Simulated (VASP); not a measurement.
Here is a VASP 6.6.1 calculation.

The input INCAR:

```
PREC = Accurate
ENCUT = 520
EDIFF = 1E-6
ISMEAR = 0
SIGMA = 0.1
LREAL = False
LASPH = True
NELM = 80
ALGO = Fast
ISIF = 2
LWAVE = False
LCHARG = False
GGA = PS
NBANDS = 24
```

Contents of KPOINTS:

```
Automatic mesh
0
Gamma
  18 18 18
```

File POSCAR:

```
Ag
1.0
    1.4050895045      0.8112288037      6.8763737163
   -1.4050895045      0.8112288037      6.8763737163
    0.0000000000     -1.6224576074      6.8763737163
Ag
3
Direct
    0.0000000000      0.0000000000      0.0000000000
    0.7776871195      0.7776871195      0.7776871195
    0.2223128805      0.2223128805      0.2223128805
```

Potentials or basis: VASP PAW PBE potentials, release 64 (Ag).

Command:

```console
$ cat potpaw_PBE.64/Ag/POTCAR > POTCAR
$ mpirun -np 1 vasp_std > vasp.out
```

Problem. What does it give for the pressure?

Solution. 8.4 GPa.

Caveat: the PAW data sets were made with another functional, which shifts forces and pressure a little.
